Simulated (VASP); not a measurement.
# Ba2CBrO6 (Fm-3m) in VASP: notebook, part 3 of 3

VASP 6.6.1. Earlier steps stand in the parts before.

## (5) Single point, r2SCAN

POSCAR reads:

```
Ba2CBrO6
1.0
    0.0000000000      4.0848820000      4.0848820000
    4.0848820000      0.0000000000      4.0848820000
    4.0848820000      4.0848820000      0.0000000000
Br O C Ba
1 6 1 2
Direct
    0.5000000000      0.5000000000      0.5000000000
    0.7650000000      0.2350000000      0.2350000000
    0.2350000000      0.7650000000      0.2350000000
    0.2350000000      0.7650000000      0.7650000000
    0.7650000000      0.2350000000      0.7650000000
    0.2350000000      0.2350000000      0.7650000000
    0.7650000000      0.7650000000      0.2350000000
    0.0000000000      0.0000000000      0.0000000000
    0.2500000000      0.2500000000      0.2500000000
    0.7500000000      0.7500000000      0.7500000000
```

INCAR.step1 reads:

```
SYSTEM = Ba2CBrO6
PREC = Accurate
ENCUT = 520
ISMEAR = -1
SIGMA = 0.1
LREAL = .False.
LASPH = .True.
NELM = 100
NBANDS = 44
GGA = PE
ALGO = Normal
EDIFF = 1E-4
LWAVE = .True.
LCHARG = .False.
```

INCAR.step2 reads:

```
SYSTEM = Ba2CBrO6
PREC = Accurate
ENCUT = 520
EDIFF = 1E-7
ISMEAR = -1
SIGMA = 0.1
LREAL = .False.
LASPH = .True.
NELM = 100
ALGO = Normal
ISIF = 2
LWAVE = .False.
LCHARG = .False.
METAGGA = R2SCAN
LMIXTAU = .True.
NBANDS = 44
ISTART = 1
```

KPOINTS reads:

```
regular mesh
0
Gamma
  6 6 6
  0 0 0
```

Potentials or basis: VASP PAW PBE potentials, release 64 (Br, O, C, Ba_sv).

On the command line:

```bash
$ cat potpaw_PBE.64/Br/POTCAR potpaw_PBE.64/O/POTCAR potpaw_PBE.64/C/POTCAR potpaw_PBE.64/Ba_sv/POTCAR > POTCAR
$ cp INCAR.step1 INCAR
$ mpirun -np 1 vasp_std > vasp.out
$ cp INCAR.step2 INCAR
$ mpirun -np 1 vasp_std > vasp.out
```

OUTCAR:

```text
SYSTEM = Ba2CBrO6
   PREC = Accurate
   ENCUT = 520
   EDIFF = 1E-7
   ISMEAR = -1
   LREAL = .False.
   LASPH = .True.
   NELM = 100
   ISIF = 2
   METAGGA = R2SCAN
   ISTART = 1

 ion  position               nearest neighbor table
   1  0.500  0.500  0.500-   2 2.16   3 2.16   4 2.16   5 2.16   6 2.16   7 2.16   9 3.54   9 3.54
                             9 3.54   9 3.54  10 3.54  10 3.54  10 3.54  10 3.54
   2  0.765  0.235  0.235-   8 1.92   1 2.16  10 2.89  10 2.89   9 2.89   9 2.89
   3  0.235  0.765  0.235-   8 1.92   1 2.16  10 2.89  10 2.89   9 2.89   9 2.89
   4  0.235  0.765  0.765-   8 1.92   1 2.16  10 2.89  10 2.89   9 2.89   9 2.89
   5  0.765  0.235  0.765-   8 1.92   1 2.16  10 2.89  10 2.89   9 2.89   9 2.89
   6  0.235  0.235  0.765-   8 1.92   1 2.16  10 2.89  10 2.89   9 2.89   9 2.89
   7  0.765  0.765  0.235-   8 1.92   1 2.16  10 2.89  10 2.89   9 2.89   9 2.89
   8  0.000  0.000  0.000-   2 1.92   3 1.92   4 1.92   5 1.92   6 1.92   7 1.92
   9  0.250  0.250  0.250-   2 2.89   5 2.89   7 2.89   3 2.89   4 2.89   7 2.89   4 2.89   5 2.89
                             6 2.89   2 2.89   3 2.89   6 2.89   1 3.54   1 3.54   1 3.54   1 3.54
  10  0.750  0.750  0.750-   4 2.89   5 2.89   7 2.89   2 2.89   3 2.89   7 2.89   2 2.89   5 2.89
                             6 2.89   3 2.89   4 2.89   6 2.89   1 3.54   1 3.54   1 3.54   1 3.54

  LATTYP: Found a face centered cubic cell.
 ALAT       =     8.1697640000

  Lattice vectors:

 A1 = (   0.0000000000,   4.0848820000,   4.0848820000)
 A2 = (   4.0848820000,   0.0000000000,   4.0848820000)
 A3 = (   4.0848820000,   4.0848820000,   0.0000000000)

Analysis of symmetry for initial positions (statically):
=====================================================================
 Subroutine PRICEL returns:
 Original cell was already a primitive cell.

 Routine SETGRP: Setting up the symmetry group for a
 face centered cubic supercell.

 Subroutine GETGRP returns: Found 48 space group operations
 (whereof 48 operations were pure point group operations)
 out of a pool of 48 trial point group operations.

The static configuration has the point symmetry O_h .

Analysis of symmetry for dynamics (positions and initial velocities):
=====================================================================
 Subroutine PRICEL returns:
 Original cell was already a primitive cell.

 Routine SETGRP: Setting up the symmetry group for a
 face centered cubic supercell.

 Subroutine GETGRP returns: Found 48 space group operations
 (whereof 48 operations were pure point group operations)
 out of a pool of 48 trial point group operations.

The dynamic configuration has the point symmetry O_h .

 Subroutine INISYM returns: Found 48 space group operations
 (whereof 48 operations are pure point group operations),
 and found     1 'primitive' translations

----------------------------------------------------------------------------------------

                                     Primitive cell

  volume of cell :     136.3228

  direct lattice vectors                    reciprocal lattice vectors
     0.000000000  4.084882000  4.084882000    -0.122402557  0.122402557  0.122402557
     4.084882000  0.000000000  4.084882000     0.122402557 -0.122402557  0.122402557
[... 73 lines left out ...]
 -0.333333  0.500000  0.166667     12.000000
   k-points           NKPTS =     16   k-points in BZ     NKDIM =     16   number of bands    NBANDS=     44
   number of dos      NEDOS =    301   number of ions     NIONS =     10
   total plane-waves  NPLWV = 110592
   dimension x,y,z NGX =    48 NGY =   48 NGZ =   48
   dimension x,y,z NGXF=    96 NGYF=   96 NGZF=   96
   ions per type =               1   6   1   2
   NGX,Y,Z   is equivalent  to a cutoff of  13.81, 13.81, 13.81 a.u.
   NGXF,Y,Z  is equivalent  to a cutoff of  27.63, 27.63, 27.63 a.u.
 SYSTEM =  Ba2CBrO6
   PREC   = accura    normal or accurate (medium, high low for compatibility)
   ISTART =      1    job   : 0-new  1-cont  2-samecut
   ICHARG =      0    charge: 1-file 2-atom 10-const
   ISPIN  =      1    spin polarized calculation?
   LNONCOLLINEAR =      F non collinear calculations
   LSORBIT =      F    spin-orbit coupling
   LASPH  =      T    aspherical Exc in radial PAW
   ENCUT  =  520.0 eV  38.22 Ry    6.18 a.u.  10.74 10.74 10.74*2*pi/ulx,y,z
   NELM   =    100;   NELMIN=  2; NELMDL=  0     # of ELM steps
   EDIFF  = 0.1E-06   stopping-criterion for ELM
   LREAL  =      F    real-space projection
   EDIFFG = 0.1E-05   stopping-criterion for IOM
   NSW    =      0    number of steps for IOM
   IBRION =     -1    ionic relax: 0-MD 1-quasi-New 2-CG
   NFREE  =      0    steps in history (QN), initial steepest desc. (CG)
   ISIF   =      2    stress and relaxation
   ISYM   =      2    0-nonsym 1-usesym 2-fastsym
   POTIM  = 0.5000    time-step for ionic-motion
   TEBEG  =    0.0;   TEEND  =   0.0 temperature during run
   PSTRESS=    0.0 pullay stress
   NELECT =      67.0000    total number of electrons
   NUPDOWN=      -1.0000    fix difference up-down
   EMIN   =  10.00;   EMAX   =-10.00  energy-range for DOS
   EFERMI =   0.00;   METHOD = LEGACY
   ISMEAR =    -1;   SIGMA  =   0.10  broadening in eV -4-tet -1-fermi 0-gaus
   EFERMI_NEDOS =   21; number of points for ismear=-14 and -15
   IALGO  =     38    algorithm
   IMIX   =      4    mixing-type and parameters
     AMIX     =   0.40;   BMIX     =  1.00
     AMIX_MAG =   1.60;   BMIX_MAG =  1.00
  volume/ion in A,a.u.               =      13.63        92.00
  Fermi-wavevector in a.u.,A,eV,Ry     =   1.291944  2.441420 22.709736  1.669118
  Thomas-Fermi vector in A             =   2.423682
   LORBIT       =      0    0 simple, 1 ext, 2 COOP (PROOUT), +10 PAW based schemes
   METAGGA = R2SCAN    functional components
   LHFCALC =     F    Hartree Fock is set to
   AEXX    =    0.0000 exact exchange contribution
   IVDW    =     0    specifies the selected vdW correction
   LEPSILON=     F    determine dielectric tensor
   LRPA    =     F    only Hartree local field effects (RPA)
 non-spin polarized calculation
  energy-cutoff  :      520.00
  volume of cell :      136.32
 maximum number of plane-waves:      3695
 NGX is ok and might be reduce to    48
   NGX = 21   NGY = 21   NGZ = 21

 number of electron      67.0000014 magnetization

 Free energy of the ion-electron system (eV)
  ---------------------------------------------------
  ext. energy  EPLUGINS =         0.00000000
  ---------------------------------------------------
  free energy    TOTEN  =      -118.36083544 eV

  energy without entropy =     -118.26807452  energy(sigma->0) =     -118.31445498

 E-fermi :   2.2177     XC(G=0): -11.3397

 val. band max:        2.2085170759   @ k =  -0.1667   0.1667   0.0000
 cond. band min:       2.3063441238   @ k =  -0.3333   0.3333   0.0000
 fundamental gap:      0.0978270478
 Fermi energy:         2.2176969661

 k-point     1 :       0.0000    0.0000    0.0000
  band No.  band energies     occupation
      1     -23.3894      2.00000
      2     -23.1653      2.00000
      3     -17.7700      2.00000
      4     -15.5080      2.00000
      5     -15.5080      2.00000
      6     -15.5080      2.00000
[... 741 lines left out ...]
     43      10.6913      0.00000
     44      10.8339      0.00000

------------------------ aborting loop because EDIFF is reached ----------------------------------------

  FORCE on cell =-STRESS in cart. coord.  units (eV):
  Direction    XX          YY          ZZ          XY          YZ          ZX
  --------------------------------------------------------------------------------------
  -------------------------------------------------------------------------------------
  Total       -7.5138397     -7.5138397     -7.5138397     -0.0000000      0.0000000     -0.0000000
  in kB      -88.3087962    -88.3087962    -88.3087962     -0.0000000      0.0000000     -0.0000000
  external PRESSURE =     -88.3087962 kB  Pullay stress =       0.0000000 kB

 VOLUME and BASIS-vectors are now :
 -----------------------------------------------------------------------------
  energy-cutoff  :      520.00
  volume of cell :      136.32
      direct lattice vectors                 reciprocal lattice vectors
     0.000000000  4.084882000  4.084882000    -0.122402557  0.122402557  0.122402557
     4.084882000  0.000000000  4.084882000     0.122402557 -0.122402557  0.122402557
     4.084882000  4.084882000  0.000000000     0.122402557  0.122402557 -0.122402557

 POSITION                                       TOTAL-FORCE (eV/Angst)
 -----------------------------------------------------------------------------------
      4.08488      4.08488      4.08488        -0.000000     -0.000000      0.000000
      1.91989      4.08488      4.08488        -0.417972     -0.000000      0.000000
      4.08488      1.91989      4.08488        -0.000000     -0.417972      0.000000
      6.24987      4.08488      4.08488         0.417972     -0.000000      0.000000
      4.08488      6.24987      4.08488        -0.000000      0.417972      0.000000
      4.08488      4.08488      1.91989        -0.000000     -0.000000     -0.417972
      4.08488      4.08488      6.24987        -0.000000     -0.000000      0.417972
      0.00000      0.00000      0.00000        -0.000000     -0.000000      0.000000
      2.04244      2.04244      2.04244         0.000000      0.000000      0.000000
      6.12732      6.12732      6.12732        -0.000000     -0.000000      0.000000
 -----------------------------------------------------------------------------------
    total drift:                               -0.000000     -0.000000     -0.000000

  FREE ENERGIE OF THE ION-ELECTRON SYSTEM (eV)
  ---------------------------------------------------
  free  energy   TOTEN  =      -118.3608354378 eV

  energy  without entropy=     -118.2680745202  energy(sigma->0) =     -118.31445498
```

Run time: 6.9 min. Hardware: 1 thread of Intel Xeon 6975P-C, shared host; peak memory 0.41 GiB.

What came out:

```
Free energy   : -118.3608 eV
Pressure      : -8.8 GPa
Largest force : 0.418 eV/Å
```

Forces in eV/Å, atoms in the order of the input:
```
Br   0.000  0.000  0.000
O   -0.418  0.000  0.000
O    0.000 -0.418  0.000
O    0.418  0.000  0.000
O    0.000  0.418  0.000
O    0.000  0.000 -0.418
O    0.000  0.000  0.418
C    0.000  0.000  0.000
Ba   0.000  0.000  0.000
Ba   0.000  0.000  0.000
```

Caveat: the PAW data sets were made with another functional, which shifts forces and pressure a little; spin-orbit coupling is left out, which moves the levels of the heavy elements; an odd number of electrons without spin polarisation forces a metal; a magnetic or distorted state may lie lower.
